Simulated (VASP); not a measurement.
# Na2ZnIn (Cmcm) in VASP: single point with PBE

Aim: the single point of Na2ZnIn with PBE.

Everything below comes from runs of VASP 6.6.1. Logs are shortened: lines on timing, memory, paths and dates and some standing lists are left out, and cuts for length are marked.

### Step 1. The cell of the first run

The structure is orthorhombic, space group Cmcm (No. 63). Conventional cell: a = 9.609 Å, b = 7.756 Å, c = 5.750 Å, α = 90.00°, β = 90.00°, γ = 90.00°. Within 3.5 Å of In (site symmetry m2m) lie 2 Zn at 2.53 Å and 8 Na at 3.28 to 3.40 Å. Zn (site symmetry 2/m) has 2 In at 2.53 Å and 2 Zn at 2.87 Å within 3.3 Å. Within 4.3 Å of Na (site symmetry m) lie 4 In at 3.28 to 3.40 Å and 7 Na at 3.36 to 4.14 Å and 4 Zn at 3.56 to 3.61 Å.

### Step 2. Single point, PBE

INCAR

```
SYSTEM = Na2ZnIn
PREC = Accurate ; ENCUT = 520
EDIFF = 1E-7 ; ISMEAR = -1
SIGMA = 0.1 ; LREAL = .FALSE.
LASPH = .TRUE. ; NELM = 100
ALGO = Normal ; ISIF = 2
LWAVE = .FALSE. ; LCHARG = .FALSE.
GGA = PE ; NBANDS = 49
```

KPOINTS

```
regular mesh
0
G
  6 6 6
  0 0 0
```

POSCAR

```
Na2ZnIn
1.0
    4.8045670000      3.8781720000      0.0000000000
    4.8045670000     -3.8781720000      0.0000000000
    0.0000000000      0.0000000000     -5.7496750000
In Zn Na
2 2 4
Direct
    0.7685800000      0.2314200000      0.7500000000
    0.2314200000      0.7685800000      0.2500000000
    0.5000000000      0.5000000000      0.0000000000
    0.5000000000      0.5000000000      0.5000000000
    0.3153400000      0.0342400000      0.7500000000
    0.6846600000      0.9657600000      0.2500000000
    0.0342400000      0.3153400000      0.2500000000
    0.9657600000      0.6846600000      0.7500000000
```

Potentials or basis: VASP PAW PBE potentials, release 64 (In_d, Zn, Na_pv).

Command:

```bash
cat potpaw_PBE.64/In_d/POTCAR potpaw_PBE.64/Zn/POTCAR potpaw_PBE.64/Na_pv/POTCAR > POTCAR
mpirun -np 1 vasp_std > vasp.out
```

OUTCAR:

```text
SYSTEM = Na2ZnIn
   PREC = Accurate
   ENCUT = 520
   EDIFF = 1E-7
   ISMEAR = -1
   LREAL = .FALSE.
   LASPH = .TRUE.
   NELM = 100
   ISIF = 2
   GGA = PE

 ion  position               nearest neighbor table
   1  0.769  0.231  0.750-   3 2.53   4 2.53   5 3.28   8 3.28   5 3.34   8 3.34   6 3.40   6 3.40
                             7 3.40   7 3.40
   2  0.231  0.769  0.250-   3 2.53   4 2.53   6 3.28   7 3.28   7 3.34   6 3.34   8 3.40   5 3.40
                             8 3.40   5 3.40
   3  0.500  0.500  0.000-   1 2.53   2 2.53   4 2.87   4 2.87
   4  0.500  0.500  0.500-   1 2.53   2 2.53   3 2.87   3 2.87
   5  0.315  0.034  0.750-   1 3.28   1 3.34   2 3.40   2 3.40
   6  0.685  0.966  0.250-   2 3.28   2 3.34   1 3.40   1 3.40
   7  0.034  0.315  0.250-   2 3.28   2 3.34   1 3.40   1 3.40
   8  0.966  0.685  0.750-   1 3.28   1 3.34   2 3.40   2 3.40

  LATTYP: Found a base centered orthorhombic cell.
 ALAT       =     7.7563440000
 B/A-ratio  =     1.2388741397
 C/A-ratio  =     0.7412867454

  Lattice vectors:

 A1 = (  -4.8045670000,   3.8781720000,   0.0000000000)
 A2 = (   4.8045670000,   3.8781720000,   0.0000000000)
 A3 = (   0.0000000000,   0.0000000000,  -5.7496750000)

Analysis of symmetry for initial positions (statically):
=====================================================================
 Subroutine PRICEL returns:
 Original cell was already a primitive cell.

 Routine SETGRP: Setting up the symmetry group for a
 base centered orthorhombic supercell.

 Subroutine GETGRP returns: Found  8 space group operations
 (whereof  4 operations were pure point group operations)
 out of a pool of  8 trial point group operations.

The static configuration has the point symmetry C_2h.
 The point group associated with its full space group is D_2h.

Analysis of symmetry for dynamics (positions and initial velocities):
=====================================================================
 Subroutine PRICEL returns:
 Original cell was already a primitive cell.

 Routine SETGRP: Setting up the symmetry group for a
 base centered orthorhombic supercell.

 Subroutine GETGRP returns: Found  8 space group operations
 (whereof  4 operations were pure point group operations)
 out of a pool of  8 trial point group operations.

The dynamic configuration has the point symmetry C_2h.
 The point group associated with its full space group is D_2h.

 Subroutine INISYM returns: Found  8 space group operations
 (whereof  4 operations are pure point group operations),
 and found     1 'primitive' translations

----------------------------------------------------------------------------------------

                                     Primitive cell

  volume of cell :     214.2667

  direct lattice vectors                    reciprocal lattice vectors
     4.804567000  3.878172000  0.000000000     0.104067651  0.128926721  0.000000000
     4.804567000 -3.878172000  0.000000000     0.104067651 -0.128926721  0.000000000
     0.000000000  0.000000000 -5.749675000     0.000000000  0.000000000 -0.173922874

  length of vectors
     6.174470189  6.174470189  5.749675000     0.165686980  0.165686980  0.173922874

  position of ions in fractional coordinates (direct lattice)
     0.768580000  0.231420000  0.750000000
     0.231420000  0.768580000  0.250000000
     0.500000000  0.500000000  0.000000000
     0.500000000  0.500000000  0.500000000
     0.315340000  0.034240000  0.750000000
     0.684660000  0.965760000  0.250000000
     0.034240000  0.315340000  0.250000000
     0.965760000  0.684660000  0.750000000

  ion indices of the primitive-cell ions
   primitive index   ion index
                 1           1
                 2           2
                 3           3
                 4           4
                 5           5
                 6           6
                 7           7
                 8           8

----------------------------------------------------------------------------------------

 KPOINTS: regular mesh

Automatic generation of k-mesh.
 Grid dimensions read from file:
 generate k-points for:    6    6    6

 Generating k-lattice:

  Cartesian coordinates                     Fractional coordinates (reciprocal lattice)
     0.017344608  0.021487787  0.000000000     0.166666667  0.000000000  0.000000000
     0.017344608 -0.021487787  0.000000000     0.000000000  0.166666667  0.000000000
     0.000000000  0.000000000 -0.028987146     0.000000000  0.000000000  0.166666667

  Length of vectors
     0.027614497  0.027614497  0.028987146

  Shift w.r.t. Gamma in fractional coordinates (k-lattice)
     0.000000000  0.000000000  0.000000000

 Subroutine IBZKPT returns following result:
 ===========================================

 Found     52 irreducible k-points:

 Following reciprocal coordinates:
            Coordinates               Weight
  0.000000  0.000000  0.000000      1.000000
  0.166667 -0.000000  0.000000      4.000000
  0.333333 -0.000000  0.000000      4.000000
  0.500000 -0.000000  0.000000      2.000000
  0.166667  0.166667  0.000000      2.000000
  0.333333  0.166667  0.000000      4.000000
[... 16 lines left out ...]
  0.333333  0.333333  0.166667      4.000000
  0.500000  0.333333  0.166667      8.000000
 [... further k-points ...]
   k-points           NKPTS =     52   k-points in BZ     NKDIM =     52   number of bands    NBANDS=     49
   number of dos      NEDOS =    301   number of ions     NIONS =      8
   total plane-waves  NPLWV = 110592
   dimension x,y,z NGX =    48 NGY =   48 NGZ =   48
   dimension x,y,z NGXF=    96 NGYF=   96 NGZF=   96
   ions per type =               2   2   4
   NGX,Y,Z   is equivalent  to a cutoff of  12.92, 12.92, 13.88 a.u.
   NGXF,Y,Z  is equivalent  to a cutoff of  25.85, 25.85, 27.76 a.u.
 SYSTEM =  Na2ZnIn
   PREC   = accura    normal or accurate (medium, high low for compatibility)
   ISTART =      0    job   : 0-new  1-cont  2-samecut
   ICHARG =      2    charge: 1-file 2-atom 10-const
   ISPIN  =      1    spin polarized calculation?
   LNONCOLLINEAR =      F non collinear calculations
   LSORBIT =      F    spin-orbit coupling
   LASPH  =      T    aspherical Exc in radial PAW
   ENCUT  =  520.0 eV  38.22 Ry    6.18 a.u.  11.48 11.48 10.69*2*pi/ulx,y,z
   NELM   =    100;   NELMIN=  2; NELMDL= -5     # of ELM steps
   EDIFF  = 0.1E-06   stopping-criterion for ELM
   LREAL  =      F    real-space projection
   EDIFFG = 0.1E-05   stopping-criterion for IOM
   NSW    =      0    number of steps for IOM
   IBRION =     -1    ionic relax: 0-MD 1-quasi-New 2-CG
   NFREE  =      0    steps in history (QN), initial steepest desc. (CG)
   ISIF   =      2    stress and relaxation
   ISYM   =      2    0-nonsym 1-usesym 2-fastsym
   POTIM  = 0.5000    time-step for ionic-motion
   TEBEG  =    0.0;   TEEND  =   0.0 temperature during run
   PSTRESS=    0.0 pullay stress
   NELECT =      78.0000    total number of electrons
   NUPDOWN=      -1.0000    fix difference up-down
   EMIN   =  10.00;   EMAX   =-10.00  energy-range for DOS
   EFERMI =   0.00;   METHOD = LEGACY
   ISMEAR =    -1;   SIGMA  =   0.10  broadening in eV -4-tet -1-fermi 0-gaus
   EFERMI_NEDOS =   21; number of points for ismear=-14 and -15
   IALGO  =     38    algorithm
   IMIX   =      4    mixing-type and parameters
     AMIX     =   0.40;   BMIX     =  1.00
     AMIX_MAG =   1.60;   BMIX_MAG =  1.00
  volume/ion in A,a.u.               =      26.78       180.74
  Fermi-wavevector in a.u.,A,eV,Ry     =   1.168929  2.208956 18.590935  1.366395
  Thomas-Fermi vector in A             =   2.305409
   LORBIT       =      0    0 simple, 1 ext, 2 COOP (PROOUT), +10 PAW based schemes
   GGA     = PE    functional components
   LHFCALC =     F    Hartree Fock is set to
   AEXX    =    0.0000 exact exchange contribution
   IVDW    =     0    specifies the selected vdW correction
   LEPSILON=     F    determine dielectric tensor
   LRPA    =     F    only Hartree local field effects (RPA)
 non-spin polarized calculation
  energy-cutoff  :      520.00
  volume of cell :      214.27
 maximum number of plane-waves:      5798
 NGX is ok and might be reduce to    48
   NGX = 23   NGY = 23   NGZ = 21

 number of electron      78.0000021 magnetization

 Free energy of the ion-electron system (eV)
  ---------------------------------------------------
  ext. energy  EPLUGINS =         0.00000000
  ---------------------------------------------------
  free energy    TOTEN  =       -12.62496144 eV

  energy without entropy =      -12.48655636  energy(sigma->0) =      -12.55575890

 E-fermi :   2.2671     XC(G=0):  -8.3332

 val. band max:        2.2664087521   @ k =   0.5000  -0.0000   0.3333
 cond. band min:       2.2705089459   @ k =  -0.1667   0.1667   0.3333
 fundamental gap:      0.0041001938
 Fermi energy:         2.2670821226

 k-point     1 :       0.0000    0.0000    0.0000
  band No.  band energies     occupation
      1     -22.1586      2.00000
      2     -22.1537      2.00000
      3     -22.1504      2.00000
      4     -22.1448      2.00000
      5     -22.1448      2.00000
      6     -22.1398      2.00000
[... 41 lines left out ...]
     48       7.2341      0.00000
     49       7.5087      0.00000

 k-point     2 :       0.1667   -0.0000    0.0000
  band No.  band energies     occupation
      1     -22.1578      2.00000
      2     -22.1537      2.00000
      3     -22.1503      2.00000
      4     -22.1456      2.00000
      5     -22.1439      2.00000
      6     -22.1435      2.00000
[... 41 lines left out ...]
     48       7.1194      0.00000
     49       7.2192      0.00000

 k-point     3 :       0.3333   -0.0000    0.0000
  band No.  band energies     occupation
      1     -22.1557      2.00000
      2     -22.1538      2.00000
      3     -22.1502      2.00000
      4     -22.1478      2.00000
      5     -22.1459      2.00000
      6     -22.1433      2.00000
[... 1081 lines left out ...]
     48       7.4657      0.00000
     49       7.7236      0.00000

 k-point    24 :       0.5000    0.3333    0.1667
  band No.  band energies     occupation
      1     -22.1542      2.00000
      2     -22.1535      2.00000
      3     -22.1522      2.00000
      4     -22.1502      2.00000
      5     -22.1461      2.00000
      6     -22.1412      2.00000
[... 41 lines left out ...]
     48       7.1296      0.00000
     49       7.4770      0.00000

 [... further k-points ...]

------------------------ aborting loop because EDIFF is reached ----------------------------------------

  FORCE on cell =-STRESS in cart. coord.  units (eV):
  Direction    XX          YY          ZZ          XY          YZ          ZX
  --------------------------------------------------------------------------------------
  -------------------------------------------------------------------------------------
  Total        0.5167488      4.5426010      1.9414929      0.0000000      0.0000000      0.0000000
  in kB        3.8639854     33.9672633     14.5174977      0.0000000      0.0000000      0.0000000
  external PRESSURE =      17.4495821 kB  Pullay stress =       0.0000000 kB

 VOLUME and BASIS-vectors are now :
 -----------------------------------------------------------------------------
  energy-cutoff  :      520.00
  volume of cell :      214.27
      direct lattice vectors                 reciprocal lattice vectors
     4.804567000  3.878172000  0.000000000     0.104067651  0.128926721  0.000000000
     4.804567000 -3.878172000  0.000000000     0.104067651 -0.128926721  0.000000000
     0.000000000  0.000000000 -5.749675000     0.000000000  0.000000000 -0.173922874

 POSITION                                       TOTAL-FORCE (eV/Angst)
 -----------------------------------------------------------------------------------
      4.80457      2.08320     -4.31226        -0.000000      1.385964      0.000000
      4.80457     -2.08320     -1.43742        -0.000000     -1.385964     -0.000000
      4.80457      0.00000      0.00000        -0.000000      0.000000     -0.000000
      4.80457      0.00000     -2.87484        -0.000000      0.000000     -0.000000
      1.67958      1.09015     -4.31226         0.033894      0.018042     -0.000000
      7.92955     -1.09015     -1.43742        -0.033894     -0.018042     -0.000000
      1.67958     -1.09015     -1.43742         0.033894     -0.018042     -0.000000
      7.92955      1.09015     -4.31226        -0.033894      0.018042     -0.000000
 -----------------------------------------------------------------------------------
    total drift:                               -0.000000      0.000000      0.000000

  FREE ENERGIE OF THE ION-ELECTRON SYSTEM (eV)
  ---------------------------------------------------
  free  energy   TOTEN  =       -12.6249614351 eV

  energy  without entropy=      -12.4865563563  energy(sigma->0) =      -12.55575890
```

Wall time 16 min (1 thread of Intel Xeon 8259CL, shared host); peak memory 0.63 GiB.

What came out:

```yaml
Free_energy: -12.6250 eV
Pressure: 1.7 GPa
Largest_force: 1.386 eV/Å
Band_gap_on_the_k_mesh: zero (bands 39 and 40 overlap by 1.87 eV)
```

Forces in eV/Å, atoms in the order of the input:
```
In   0.000  1.386  0.000
In   0.000 -1.386  0.000
Zn   0.000  0.000  0.000
Zn   0.000  0.000  0.000
Na   0.034  0.018  0.000
Na  -0.034 -0.018  0.000
Na   0.034 -0.018  0.000
Na  -0.034  0.018  0.000
```

Caveat: spin-orbit coupling is left out, which moves the levels of the heavy elements; forces of over 1 eV/Å act on the atoms, so gaps and moduli don't describe the material at rest.
